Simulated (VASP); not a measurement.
# Ru (Fd-3m) in VASP: a series of runs, part 2 of 2

VASP 6.6.1. The steps go on from the part before.

## (3) Relaxation of cell and atoms, PBE, target pressure 93 GPa, at which the enthalpy is minimised

This run uses another cell than the first one, of 15.17 Å³/atom.

Contents of INCAR:

```
SYSTEM = Ru
ALGO = Normal ; EDIFF = 1E-6
EDIFFG = -0.005 ; ENCUT = 600
GGA = PE ; IBRION = 2
ISIF = 3 ; ISMEAR = -1
LASPH = .True. ; LCHARG = .False.
LREAL = .False. ; LWAVE = .False.
NELM = 60 ; NSW = 32
PREC = Accurate ; PSTRESS = 930.0
SIGMA = 0.08
```

Contents of KPOINTS:

```
k-points
0
Gamma
  14 14 14
  0 0 0
```

Contents of POSCAR:

```
Ru
1.0
    0.0000000000      2.4753889985      2.4753889985
    2.4753889985      0.0000000000      2.4753889985
    2.4753889985      2.4753889985      0.0000000000
Ru
2
Direct
   -0.1250000000     -0.1250000000     -0.1250000000
    0.1250000000      0.1250000000      0.1250000000
```

Potentials or basis: VASP PAW PBE potentials, release 64 (Ru_pv).

Run with:

```
$ cat potpaw_PBE.64/Ru_pv/POTCAR > POTCAR
$ mpirun -np 1 vasp_std > vasp.out
```

OUTCAR:

```text
SYSTEM = Ru
   EDIFF = 1E-6
   EDIFFG = -0.005
   ENCUT = 600
   GGA = PE
   IBRION = 2
   ISIF = 3
   ISMEAR = -1
   LASPH = .True.
   LREAL = .False.
   NELM = 60
   NSW = 32
   PREC = Accurate
   PSTRESS = 930.0

 ion  position               nearest neighbor table
   1  0.875  0.875  0.875-   2 2.14   2 2.14   2 2.14   2 2.14
   2  0.125  0.125  0.125-   1 2.14   1 2.14   1 2.14   1 2.14

  LATTYP: Found a face centered cubic cell.
 ALAT       =     4.9507779970

  Lattice vectors:

 A1 = (   0.0000000000,   2.4753889985,   2.4753889985)
 A2 = (   2.4753889985,   0.0000000000,   2.4753889985)
 A3 = (   2.4753889985,   2.4753889985,   0.0000000000)

Analysis of symmetry for initial positions (statically):
=====================================================================
 Subroutine PRICEL returns:
 Original cell was already a primitive cell.

 Routine SETGRP: Setting up the symmetry group for a
 face centered cubic supercell.

 Subroutine GETGRP returns: Found 48 space group operations
 (whereof 12 operations were pure point group operations)
 out of a pool of 48 trial point group operations.

[... 168 lines left out ...]
  FORCE on cell =-STRESS in cart. coord.  units (eV):
  Direction    XX          YY          ZZ          XY          YZ          ZX
  --------------------------------------------------------------------------------------
  -------------------------------------------------------------------------------------
  Total       18.0953240     18.0953240     18.0953240      0.0000000     -0.0000000      0.0000000
  in kB      955.6889840    955.6889840    955.6889840      0.0000000     -0.0000000      0.0000000
  external PRESSURE =      25.6889840 kB  Pullay stress =     930.0000000 kB
[... 63 lines left out ...]
--------------------------------------- Ionic step        3  -------------------------------------------

 number of electron      27.9999999 magnetization

 Free energy of the ion-electron system (eV)
  ---------------------------------------------------
  ext. energy  EPLUGINS =         0.00000000
  ---------------------------------------------------
  free energy    TOTEN  =       -13.86024027 eV

  energy without entropy =      -13.83303233  energy(sigma->0) =      -13.84663630

 E-fermi :  11.1880     XC(G=0): -12.9479

 val. band max:       11.1756209570   @ k =  -0.4286   0.1429   0.0714
 cond. band min:      11.2061328986   @ k =   0.2143   0.2143   0.0000
 fundamental gap:      0.0305119416
 Fermi energy:        11.1879818010

 k-point     1 :       0.0000    0.0000    0.0000
  band No.  band energies     occupation
      1     -32.9770      2.00000
      2     -32.9770      2.00000
      3     -32.9770      2.00000
      4     -31.1433      2.00000
      5     -31.1433      2.00000
      6     -31.1433      2.00000
[... 481 lines left out ...]
      5     -30.9236      2.00000
      6     -30.9166      2.00000
[... 10 lines left out ...]
     17      14.4155      0.00000
     18      21.0651      0.00000

 [... further k-points ...]

------------------------ aborting loop because EDIFF is reached ----------------------------------------

  FORCE on cell =-STRESS in cart. coord.  units (eV):
  Direction    XX          YY          ZZ          XY          YZ          ZX
  --------------------------------------------------------------------------------------
  -------------------------------------------------------------------------------------
  Total       17.6871149     17.6871149     17.6871149     -0.0000000      0.0000000     -0.0000000
  in kB      929.6655999    929.6655999    929.6655999     -0.0000000      0.0000000     -0.0000000
  external PRESSURE =      -0.3344001 kB  Pullay stress =     930.0000000 kB
[... 21 lines left out ...]
  energy  without entropy=      -13.8330323348  energy(sigma->0) =      -13.84663630

  enthalpy is  TOTEN    =         3.8332366651 eV   P V=       17.6934769317

 reached required accuracy - stopping structural energy minimisation
```

OSZICAR:

```text
N       E                     dE             d eps       ncg     rms          rms(c)
DAV:   1     0.316909512406E+03    0.31691E+03   -0.19522E+04  3744   0.189E+03
DAV:   2    -0.643423489619E+01   -0.32334E+03   -0.31700E+03  3888   0.517E+02
DAV:   3    -0.140120166896E+02   -0.75778E+01   -0.74250E+01  4124   0.837E+01
[... 22 lines left out ...]
DAV:   3    -0.138562205866E+02    0.80239E-02   -0.74737E-02  4214   0.240E+00    0.534E-01
DAV:   4    -0.138599573279E+02   -0.37367E-02   -0.92702E-03  3892   0.672E-01    0.809E-02
DAV:   5    -0.138602027427E+02   -0.24541E-03   -0.50859E-04  4690   0.176E-01    0.650E-02
DAV:   6    -0.138602386944E+02   -0.35952E-04   -0.33090E-05  4506   0.518E-02    0.975E-03
DAV:   7    -0.138602403432E+02   -0.16489E-05   -0.46148E-06  4018   0.159E-02    0.244E-03
DAV:   8    -0.138602402665E+02    0.76700E-07   -0.18125E-07  2062   0.316E-03
   3 F= 0.38332367E+01 E0= 0.38468406E+01  d E =-.114841E-02
```

Wall time 2.2 min (1 thread of Intel Xeon 8259CL, shared host); peak memory 0.2 GiB.

Results:

```
Free energy                                                : -13.8602 eV
Relaxed volume                                             : 15.24 Å³/atom
Relaxed cell                                               : a = 3.506 Å, b = 3.506 Å, c = 3.506 Å, α = 60.00°, β = 60.00°, γ = 60.00°
Space group after relaxing (to 0.1 Å)                      : Fd-3m (No. 227)
Energy change on relaxing (the run minimises the enthalpy) : -42.9 meV/atom
Ionic steps                                                : 3
Pressure after relaxing                                    : 93.0 GPa
Band gap on the k mesh                                     : zero (bands 14 and 15 overlap by 1.23 eV)
```

The path:
```tsv
step	energy change (eV)	largest force (eV/Å)	pressure (GPa)	volume (Å³)
1	0.0000	0.0000	95.57	30.34
2	-0.5819	0.0000	77.50	31.42
3	-0.0857	0.0000	92.97	30.48
```

Final structure:
```
Ru
1.0
     0.00000    2.47934    2.47934
     2.47934    0.00000    2.47934
     2.47934    2.47934    0.00000
Ru
2
Direct
  0.87500 0.87500 0.87500
  0.12500 0.12500 0.12500
```

Caveat: the cell is relaxed towards a set pressure, so the run minimises the enthalpy, not the energy.
